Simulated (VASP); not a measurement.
Input of a VASP 6.6.1 run:

The input INCAR:

```
PREC = Accurate
ENCUT = 520
EDIFF = 1E-7
ISMEAR = -1
SIGMA = 0.1
LREAL = False
LASPH = True
NELM = 60
ALGO = Normal
ISIF = 2
LWAVE = False
LCHARG = False
GGA = PE
NBANDS = 16
```

Contents of KPOINTS:

```
Automatic mesh
0
Gamma
  12 12 7
```

POSCAR

```
BN
1.0
    2.4362124365      0.0000000000      0.0000000000
   -1.2181062182      2.1098218590      0.0000000000
    0.0000000000      0.0000000000      3.9299376015
B N
2 2
Direct
    0.0000000000      0.0000000000      0.0000000000
    0.0000000000      0.0000000000      0.5000000000
    0.3333333333      0.6666666667      0.2500000000
    0.6666666667      0.3333333333      0.7500000000
```

Potentials or basis: VASP PAW PBE potentials, release 64 (B, N).

Run with:

```sh
$ cat potpaw_PBE.64/B/POTCAR potpaw_PBE.64/N/POTCAR > POTCAR
$ mpirun -np 1 vasp_std > vasp.out
```

Question: What does it give for the band gap on the k mesh?

Answer: 1.90 eV, indirect (least direct gap 5.78 eV).

Question: What does it give for the pressure?

Answer: 32.0 GPa.

Stress tensor (GPa, compression positive):
```
32.08  0.00  0.00
 0.00 32.08  0.00
 0.00  0.00 31.78
```

A k mesh can miss the band edges. Expect the measured gap to be larger: semilocal functionals such as PBE lack the derivative discontinuity.
